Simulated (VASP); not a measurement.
# Al2PO (P-6m2) in VASP: further runs

Al2PO is run at these levels: PBE; tasks: single point, relaxation of cell and atoms.

Everything below comes from runs of VASP 6.6.1. Logs are shortened: lines on timing, memory, paths and dates and some standing lists are left out, and cuts for length are marked.

## 1. The cell of the first run

The structure is hexagonal, space group P-6m2 (No. 187). Conventional cell: a = 3.276 Å, b = 3.276 Å, c = 5.317 Å, α = 90.00°, β = 90.00°, γ = 120.00°. Al (site symmetry 3m) has 1 Al at 1.88 Å and 3 O at 2.11 Å within 2.5 Å. Within 3.4 Å of P (site symmetry -6m2) lie 6 Al at 2.56 Å and 6 O at 3.26 Å and 6 P at 3.28 Å. Within 2.8 Å of O (site symmetry -6m2) lie 6 Al at 2.11 Å.

## 2. Single point, PBE

The input, INCAR:

```
SYSTEM = Al2PO
PREC     = Accurate       ! precision mode
ENCUT    = 520            ! plane-wave cutoff, eV
EDIFF    = 1E-6           ! SCF threshold, eV
ISMEAR   = 0              ! smearing method
SIGMA    = 0.1            ! smearing width, eV
LREAL    = .False.        ! projectors in reciprocal space
LASPH    = .True.         ! aspherical terms in the spheres
NELM     = 100            ! most SCF steps
ALGO     = Normal         ! electronic algorithm
ISIF     = 2              ! what is computed and relaxed
LWAVE    = .False.        ! write WAVECAR
LCHARG   = .True.         ! write CHGCAR
GGA      = PE             ! functional
LELF     = .True.         ! ELF
LVHAR    = .True.       
NBANDS   = 16             ! bands
```

The input, KPOINTS:

```
regular mesh
0
Gamma
  6 6 4
  0 0 0
```

The input, POSCAR:

```
Al2PO
1.0
    3.2758741300      0.0000000000      0.0000000000
   -1.6379370700      2.8369902200      0.0000000000
    0.0000000000      0.0000000000      5.3174380400
Al P O
2 1 1
Direct
    0.6666666700      0.3333333300      0.1766096200
    0.6666666700      0.3333333300      0.8233903800
    0.3333333300      0.6666666700      0.5000000000
    0.0000000000      0.0000000000      0.0000000000
```

Potentials or basis: VASP PAW PBE potentials, release 64 (Al, P, O).

Launch:

```sh
cat potpaw_PBE.64/Al/POTCAR potpaw_PBE.64/P/POTCAR potpaw_PBE.64/O/POTCAR > POTCAR
mpirun -np 1 vasp_std > vasp.out
```

OUTCAR:

```text
SYSTEM = Al2PO
   PREC = Accurate
   ENCUT = 520
   EDIFF = 1E-6
   ISMEAR = 0
   LREAL = .False.
   LASPH = .True.
   NELM = 100
   ISIF = 2
   GGA = PE

 ion  position               nearest neighbor table
   1  0.667  0.333  0.177-   2 1.88   4 2.11   4 2.11   4 2.11   3 2.56   3 2.56   3 2.56
   2  0.667  0.333  0.823-   1 1.88   4 2.11   4 2.11   4 2.11   3 2.56   3 2.56   3 2.56
   3  0.333  0.667  0.500-   1 2.56   2 2.56   1 2.56   2 2.56   1 2.56   2 2.56
   4  0.000  0.000  0.000-   1 2.11   2 2.11   1 2.11   2 2.11   1 2.11   2 2.11

  LATTYP: Found a hexagonal cell.
 ALAT       =     3.2758741300
 C/A-ratio  =     1.6232119517

  Lattice vectors:

 A1 = (   3.2758741300,   0.0000000000,   0.0000000000)
 A2 = (  -1.6379370700,   2.8369902200,   0.0000000000)
 A3 = (   0.0000000000,   0.0000000000,   5.3174380400)

Analysis of symmetry for initial positions (statically):
=====================================================================
 Subroutine PRICEL returns:
 Original cell was already a primitive cell.

 Routine SETGRP: Setting up the symmetry group for a
 hexagonal supercell.

 Subroutine GETGRP returns: Found 12 space group operations
 (whereof 12 operations were pure point group operations)
 out of a pool of 24 trial point group operations.

The static configuration has the point symmetry D_3h.

Analysis of symmetry for dynamics (positions and initial velocities):
=====================================================================
 Subroutine PRICEL returns:
 Original cell was already a primitive cell.

 Routine SETGRP: Setting up the symmetry group for a
 hexagonal supercell.

 Subroutine GETGRP returns: Found 12 space group operations
 (whereof 12 operations were pure point group operations)
 out of a pool of 24 trial point group operations.

The dynamic configuration has the point symmetry D_3h.

 Subroutine INISYM returns: Found 12 space group operations
 (whereof 12 operations are pure point group operations),
 and found     1 'primitive' translations

----------------------------------------------------------------------------------------

                                     Primitive cell

  volume of cell :      49.4183

  direct lattice vectors                    reciprocal lattice vectors
     3.275874130  0.000000000  0.000000000     0.305262034  0.176243118  0.000000000
    -1.637937070  2.836990220  0.000000000     0.000000000  0.352486235  0.000000000
     0.000000000  0.000000000  5.317438040     0.000000000  0.000000000  0.188060489

  length of vectors
     3.275874130  3.275874136  5.317438040     0.352486235  0.352486235  0.188060489

  position of ions in fractional coordinates (direct lattice)
     0.666666670  0.333333330  0.176609620
     0.666666670  0.333333330  0.823390380
     0.333333330  0.666666670  0.500000000
     0.000000000  0.000000000  0.000000000

  ion indices of the primitive-cell ions
   primitive index   ion index
                 1           1
                 2           2
                 3           3
                 4           4

----------------------------------------------------------------------------------------

 KPOINTS: regular mesh

Automatic generation of k-mesh.
 Grid dimensions read from file:
 generate k-points for:    6    6    4

 Generating k-lattice:

  Cartesian coordinates                     Fractional coordinates (reciprocal lattice)
     0.050877006  0.029373853  0.000000000     0.166666667  0.000000000  0.000000000
     0.000000000  0.058747706  0.000000000     0.000000000  0.166666667  0.000000000
     0.000000000  0.000000000  0.047015122     0.000000000  0.000000000  0.250000000

  Length of vectors
     0.058747706  0.058747706  0.047015122

  Shift w.r.t. Gamma in fractional coordinates (k-lattice)
     0.000000000  0.000000000  0.000000000

 Subroutine IBZKPT returns following result:
 ===========================================

 Found     21 irreducible k-points:

 Following reciprocal coordinates:
            Coordinates               Weight
[... 53 lines left out ...]
     15      17.6578      0.00000
     16      18.0100      0.00000

 k-point     4 :       0.5000    0.0000    0.0000
  band No.  band energies     occupation
      1     -11.6731      2.00000
      2      -1.8601      2.00000
      3       0.2773      2.00000
      4       2.1228      2.00000
      5       2.3915      2.00000
      6       3.1011      2.00000
[... 8 lines left out ...]
     15      18.0722      0.00000
     16      18.2464      0.00000

 k-point     5 :       0.1667    0.1667    0.0000
  band No.  band energies     occupation
      1     -11.9330      2.00000
      2      -2.3838      2.00000
      3       0.6596      2.00000
      4       1.3149      2.00000
      5       2.0718      2.00000
      6       6.0209      2.00000
[... 8 lines left out ...]
     15      17.1683      0.00000
     16      17.9318      0.00000

 k-point     6 :       0.3333    0.1667    0.0000
  band No.  band energies     occupation
      1     -11.6768      2.00000
      2      -1.6822      2.00000
      3       0.1437      2.00000
      4       1.5959      2.00000
      5       2.3062      2.00000
      6       3.9723      2.00000
[... 8 lines left out ...]
     15      18.6592      0.00000
     16      18.7121      0.00000
[... 210 lines left out ...]
 k-point    18 :       0.5000    0.0000    0.5000
  band No.  band energies     occupation
      1     -11.6692      2.00000
      2      -1.0980      2.00000
      3      -0.9057      2.00000
      4       1.6013      2.00000
      5       2.1481      2.00000
      6       4.5124      2.00000
[... 8 lines left out ...]
     15      17.5017      0.00000
     16      17.7704      0.00000

 k-point    19 :       0.1667    0.1667    0.5000
  band No.  band energies     occupation
      1     -11.9234      2.00000
      2      -2.4994      2.00000
      3      -0.0407      2.00000
      4       2.0767      2.00000
      5       2.9412      2.00000
      6       4.8719      2.00000
[... 8 lines left out ...]
     15      17.0281      0.00000
     16      17.7880      0.00000

 k-point    20 :       0.3333    0.1667    0.5000
  band No.  band energies     occupation
      1     -11.6726      2.00000
      2      -1.0771      2.00000
      3      -0.7664      2.00000
      4       1.3830      2.00000
      5       2.2265      2.00000
      6       4.3700      2.00000
[... 8 lines left out ...]
     15      16.7698      0.00000
     16      18.3982      0.00000

 k-point    21 :       0.3333    0.3333    0.5000
  band No.  band energies     occupation
      1     -11.5872      2.00000
      2      -0.4771      2.00000
      3      -0.3174      2.00000
      4       0.3936      2.00000
      5       2.1976      2.00000
      6       3.4295      2.00000
[... 8 lines left out ...]
     15      17.3156      0.00000
     16      19.1828      0.00000

------------------------ aborting loop because EDIFF is reached ----------------------------------------

  FORCE on cell =-STRESS in cart. coord.  units (eV):
  Direction    XX          YY          ZZ          XY          YZ          ZX
  --------------------------------------------------------------------------------------
  -------------------------------------------------------------------------------------
  Total        3.6821533      3.6821533     22.1153180     -0.0000000      0.0000000     -0.0000000
  in kB      119.3781818    119.3781821    716.9952657     -0.0000002      0.0000000     -0.0000000
  external PRESSURE =     318.5838765 kB  Pullay stress =       0.0000000 kB

 VOLUME and BASIS-vectors are now :
 -----------------------------------------------------------------------------
  energy-cutoff  :      520.00
  volume of cell :       49.42
      direct lattice vectors                 reciprocal lattice vectors
     3.275874130  0.000000000  0.000000000     0.305262034  0.176243118  0.000000000
    -1.637937070  2.836990220  0.000000000     0.000000000  0.352486235  0.000000000
     0.000000000  0.000000000  5.317438040     0.000000000  0.000000000  0.188060489

 POSITION                                       TOTAL-FORCE (eV/Angst)
 -----------------------------------------------------------------------------------
      1.63794      0.94566      0.93911         0.000000      0.000000     13.842731
      1.63794      0.94566      4.37833         0.000000      0.000000    -13.842731
     -0.00000      1.89133      2.65872        -0.000000      0.000000      0.000000
      0.00000      0.00000      0.00000         0.000000      0.000000      0.000000
 -----------------------------------------------------------------------------------
    total drift:                                0.000005     -0.000003      0.000000

  FREE ENERGIE OF THE ION-ELECTRON SYSTEM (eV)
  ---------------------------------------------------
  free  energy   TOTEN  =       -16.9552005162 eV

  energy  without entropy=      -16.9400767832  energy(sigma->0) =      -16.94763865
```

Run time: 11 s. Hardware: 1 thread of Intel Xeon Platinum 8375C at 2.90GHz (Ice Lake), shared host; peak memory 0.15 GiB.

What came out:

```yaml
Free_energy: -16.9552 eV
Pressure: 31.9 GPa
Largest_force: 13.843 eV/Å
```

Forces in eV/Å, atoms in the order of the input:
```
Al    0.000   0.000  13.843
Al    0.000   0.000 -13.843
P     0.000   0.000   0.000
O     0.000   0.000   0.000
```

Stress tensor (GPa, compression positive):
```
11.94  0.00  0.00
 0.00 11.94  0.00
 0.00  0.00 71.70
```

Levels at points of the mesh, in eV from the Fermi level:
```tsv
k point	band 4	band 5	band 6	band 7	band 8	band 9	band 10	band 11	band 12	band 13
(0.00, 0.00, 0.00)	-6.31	-6.31	-3.39	-2.87	1.21	1.21	4.99	5.63	5.63	5.79
(0.50, 0.00, 0.00)	-7.06	-6.80	-6.09	-3.85	-0.43	-0.24	0.93	3.40	3.68	5.18
(0.00, 0.00, 0.50)	-6.35	-6.31	-6.31	-1.38	1.38	1.38	4.05	4.64	4.64	6.02
(0.50, 0.00, 0.50)	-7.59	-7.04	-4.67	-3.40	-0.86	-0.70	2.35	3.34	4.06	5.34
```

Caveat: the k points lie up to 0.37 Å⁻¹ apart; an odd number of electrons without spin polarisation forces a metal; a magnetic or distorted state may lie lower.

## 3. Single point, PBE

This run uses another cell than the first one, of 13.77 Å³/atom, 1.115 times its volume.

The input, INCAR:

```
SYSTEM = Al2PO
ALGO     = Normal         ! electronic algorithm
EDIFF    = 1E-7           ! SCF threshold, eV
ENCUT    = 520            ! plane-wave cutoff, eV
GGA      = PE             ! functional
ISIF     = 2              ! what is computed and relaxed
ISMEAR   = 0              ! smearing method
LASPH    = .TRUE.         ! aspherical terms in the spheres
LCHARG   = .TRUE.         ! write CHGCAR
LELF     = .TRUE.         ! ELF
LREAL    = .FALSE.        ! projectors in reciprocal space
LVHAR    = .TRUE.       
LWAVE    = .FALSE.        ! write WAVECAR
NBANDS   = 16             ! bands
NELM     = 80             ! most SCF steps
PREC     = Accurate       ! precision mode
SIGMA    = 0.1            ! smearing width, eV
```

The input, KPOINTS:

```
k-points
0
G
  6 6 4
  0 0 0
```

The input, POSCAR:

```
Al2PO
1.0
    3.3813318324      0.0000000030      0.0000000000
   -1.6906659188      2.9283192640      0.0000000000
    0.0000000000      0.0000000000      5.5638195916
Al P O
2 1 1
Direct
    0.6666666667      0.3333333333      0.2389867760
    0.6666666667      0.3333333333      0.7610132240
    0.3333333333      0.6666666667      0.5000000000
    0.0000000000      0.0000000000      0.0000000000
```

Potentials or basis: VASP PAW PBE potentials, release 64 (Al, P, O).

Launch:

```sh
cat potpaw_PBE.64/Al/POTCAR potpaw_PBE.64/P/POTCAR potpaw_PBE.64/O/POTCAR > POTCAR
mpirun -np 1 vasp_std > vasp.out
```

Wall time 19 s (1 thread of Intel Xeon Platinum 8375C at 2.90GHz (Ice Lake), shared host); peak memory 0.18 GiB.

Results (log left out):

- Free energy: -20.6114 eV
- Pressure: 0.0 GPa
- Largest force: 0.012 eV/Å

Forces on the atoms (eV/Å):
```
Al   0.000  0.000  0.012
Al   0.000  0.000 -0.012
P    0.000  0.000  0.000
O    0.000  0.000  0.000
```

Levels at points of the mesh, in eV from the Fermi level:
| k point | band 5 | band 6 | band 7 | band 8 | band 9 | band 10 | band 11 | band 12 | band 13 | band 14 |
| --- | --- | --- | --- | --- | --- | --- | --- | --- | --- | --- |
| (0.00, 0.00, 0.00) | -4.19 | -2.72 | -2.58 | -0.22 | -0.22 | 3.88 | 5.14 | 5.14 | 5.86 | 6.99 |
| (0.50, 0.00, 0.00) | -5.75 | -4.88 | -4.19 | -1.82 | 0.35 | 0.94 | 2.04 | 3.75 | 4.24 | 7.16 |
| (0.00, 0.00, 0.50) | -4.18 | -4.18 | -0.37 | -0.19 | -0.19 | 3.20 | 4.20 | 4.92 | 4.92 | 5.60 |
| (0.50, 0.00, 0.50) | -4.79 | -4.40 | -3.56 | -2.11 | -0.87 | 2.16 | 3.01 | 3.05 | 4.95 | 6.38 |

Caveat: an odd number of electrons without spin polarisation forces a metal; a magnetic or distorted state may lie lower.

## 4. Relaxation of cell and atoms, PBE

The input, INCAR:

```
  ALGO = Normal
  EDIFF = 1E-6
  EDIFFG = -0.04
  ENCUT = 600
  GGA = PE
  IBRION = 2
  ISIF = 3
  ISMEAR = 0
  LASPH = True
  LCHARG = False
  LREAL = False
  LWAVE = False
  NELM = 80
  NSW = 90
  PREC = Accurate
  SIGMA = 0.1
```

The input, KPOINTS:

```
k-points
0
Gamma
  6 6 4
```

The input, POSCAR:

```
Al2PO
1.0
    3.2758741300      0.0000000000      0.0000000000
   -1.6379370700      2.8369902200      0.0000000000
    0.0000000000      0.0000000000      5.3174380400
Al P O
2 1 1
Direct
    0.6666666700      0.3333333300      0.1766096200
    0.6666666700      0.3333333300      0.8233903800
    0.3333333300      0.6666666700      0.5000000000
    0.0000000000      0.0000000000      0.0000000000
```

Launch:

```sh
cat potpaw_PBE.64/Al/POTCAR potpaw_PBE.64/P/POTCAR potpaw_PBE.64/O/POTCAR > POTCAR
mpirun -np 1 vasp_std > vasp.out
```

Wall time 1.7 min (1 thread of Intel Xeon Platinum 8375C at 2.90GHz (Ice Lake), shared host); peak memory 0.18 GiB.

It converged, with:

| Property | Result |
| --- | --- |
| Free energy | -20.6095 eV |
| Relaxed volume | 13.79 Å³/atom |
| Relaxed cell | a = 3.385 Å, b = 3.385 Å, c = 5.558 Å, α = 90.00°, β = 90.00°, γ = 120.00° |
| Space group after relaxing (to 0.05 Å) | P-6m2 (No. 187) |
| Energy gained by relaxing | 912.9 meV/atom |
| Ionic steps | 15 |
| Pressure after relaxing | -0.2 GPa |
| Largest force after relaxing | 0.039 eV/Å |

Forces in eV/Å, atoms in the order of the input:
```
Al   0.000  0.000  0.039
Al   0.000  0.000 -0.039
P    0.000  0.000  0.000
O    0.000  0.000  0.000
```

Stress tensor (GPa, compression positive):
```
-0.25  0.00  0.00
 0.00 -0.25  0.00
 0.00  0.00  0.01
```

Step by step:
```
step  energy change (eV)  largest force (eV/Å)  pressure (GPa)  volume (Å³)
   1              0.0000               13.8415           31.79        49.42
   2             -0.8138                4.3063           -4.78        68.24
   3             -3.5450                0.5751           -3.97        56.95
   4             -3.5818                0.3110           -3.38        56.46
   5             -3.6141                0.4828           -1.50        55.22
   6             -3.6150                0.3875           -1.74        55.36
   7             -3.6394                0.0683            0.98        54.36
   8             -3.6394                0.0617            0.89        54.39
   9             -3.6431                0.0114            0.10        54.81
  10             -3.6445                0.1164           -0.88        55.34
  11             -3.6467                0.1482           -0.87        55.38
  12             -3.6497                0.0736           -0.73        55.48
  13             -3.6499                0.1363           -0.83        55.44
  14             -3.6501                0.1156           -0.81        55.46
  15             -3.6515                0.0391           -0.17        55.16
```

Final structure:
```xyz
4
Lattice="3.3853 0.0000 0.0000 -1.6927 2.9318 0.0000 0.0000 0.0000 5.5575" Properties=species:S:1:pos:R:3 pbc="T T T"
Al    1.6927    0.9773    1.3267
Al    1.6927    0.9773    4.2308
P     0.0000    1.9545    2.7788
O     3.3853    0.0000    0.0000
```

Levels at points of the mesh, in eV from the Fermi level:
| k point | band 6 | band 7 | band 8 | band 9 | band 10 | band 11 | band 12 |
| --- | --- | --- | --- | --- | --- | --- | --- |
| (0.00, 0.00, 0.00) | -2.70 | -2.58 | -0.24 | -0.24 | 3.86 | 5.13 | 5.87 |
| (0.50, 0.00, 0.00) | -4.88 | -4.17 | -1.82 | 0.36 | 0.92 | 2.04 | 3.75 |
| (0.00, 0.00, 0.50) | -4.18 | -0.37 | -0.20 | -0.20 | 3.22 | 4.16 | 4.91 |
| (0.50, 0.00, 0.50) | -4.38 | -3.54 | -2.11 | -0.87 | 2.16 | 3.04 | 3.04 |

Caveat: the k points lie up to 0.36 Å⁻¹ apart in the final cell; an odd number of electrons without spin polarisation forces a metal; a magnetic or distorted state may lie lower.

## 5. Single point, PBE

This run uses another cell than the first one, of 13.76 Å³/atom, 1.114 times its volume.

The input, INCAR:

```
SYSTEM = Al2PO
PREC = Accurate
ENCUT = 520
EDIFF = 1E-6
ISMEAR = 0
SIGMA = 0.1
LREAL = .FALSE.
LASPH = .TRUE.
NELM = 60
ALGO = Normal
ISIF = 2
LWAVE = .FALSE.
LCHARG = .FALSE.
GGA = PE
NBANDS = 16
```

The input, KPOINTS:

```
Automatic mesh
0
G
  15 15 8
  0 0 0
```

The input, POSCAR:

```
Al2PO
1.0
    3.3723866822      0.0000000000      0.0000000000
   -1.6861933411      2.9205725382      0.0000000000
    0.0000000000      0.0000000000      5.5893664492
Al P O
2 1 1
Direct
    0.6666666667      0.3333333333      0.2394258007
    0.6666666667      0.3333333333      0.7605741993
    0.3333333333      0.6666666667      0.5000000000
    0.0000000000      0.0000000000      0.0000000000
```

Launch:

```sh
cat potpaw_PBE.64/Al/POTCAR potpaw_PBE.64/P/POTCAR potpaw_PBE.64/O/POTCAR > POTCAR
mpirun -np 1 vasp_std > vasp.out
```

Run time: 78 s. Hardware: 1 thread of Intel Xeon Platinum 8375C at 2.90GHz (Ice Lake), shared host; peak memory 0.25 GiB.

It converged, with:

| Property | Result |
| --- | --- |
| Free energy | -20.6591 eV |
| Pressure | -0.1 GPa |
| Largest force | 0.015 eV/Å |

Forces on the atoms (eV/Å):
```
Al   0.000  0.000  0.015
Al   0.000  0.000 -0.015
P    0.000  0.000  0.000
O    0.000  0.000  0.000
```

Levels at points of the mesh, in eV from the Fermi level:
| k point | band 5 | band 6 | band 7 | band 8 | band 9 | band 10 | band 11 | band 12 | band 13 | band 14 |
| --- | --- | --- | --- | --- | --- | --- | --- | --- | --- | --- |
| (0.00, 0.00, 0.00) | -4.21 | -2.78 | -2.57 | -0.17 | -0.17 | 3.97 | 5.19 | 5.19 | 5.80 | 7.03 |
| (0.00, 0.00, 0.50) | -4.20 | -4.20 | -0.36 | -0.13 | -0.13 | 3.13 | 4.28 | 4.98 | 4.98 | 5.66 |

Caveat: an odd number of electrons without spin polarisation forces a metal; a magnetic or distorted state may lie lower.

## 6. The runs side by side

```tsv
task	cell	k mesh	cutoff (eV)	gap on the mesh (eV)	pressure (GPa)	largest force (eV/Å)
single point	a = 3.276, b = 3.276, c = 5.317 Å, angles 90.0, 90.0, 120.0°, 4 atoms	6 × 6 × 4	520	none	31.9	13.84
single point	a = 3.381, b = 3.381, c = 5.564 Å, angles 90.0, 90.0, 120.0°, 4 atoms	6 × 6 × 4	520	none	0.0	0.01
relaxation of cell and atoms	relaxed from a = 3.276, b = 3.276, c = 5.317 Å, angles 90.0, 90.0, 120.0°, 4 atoms	6 × 6 × 4	600	none	-0.2	0.04
single point	a = 3.372, b = 3.372, c = 5.589 Å, angles 90.0, 90.0, 120.0°, 4 atoms	15 × 15 × 8	520	none	-0.1	0.02
```

Alike in all rows: level PBE; potentials or basis VASP PAW PBE potentials, release 64 (Al, P, O); no spin polarisation; smearing gaussian 0.1 eV.

Caveats: some runs use coarse meshes; an odd number of electrons without spin polarisation forces a metal; a magnetic or distorted state may lie lower.

Absolute energies hang on the potentials; compare differences alone.
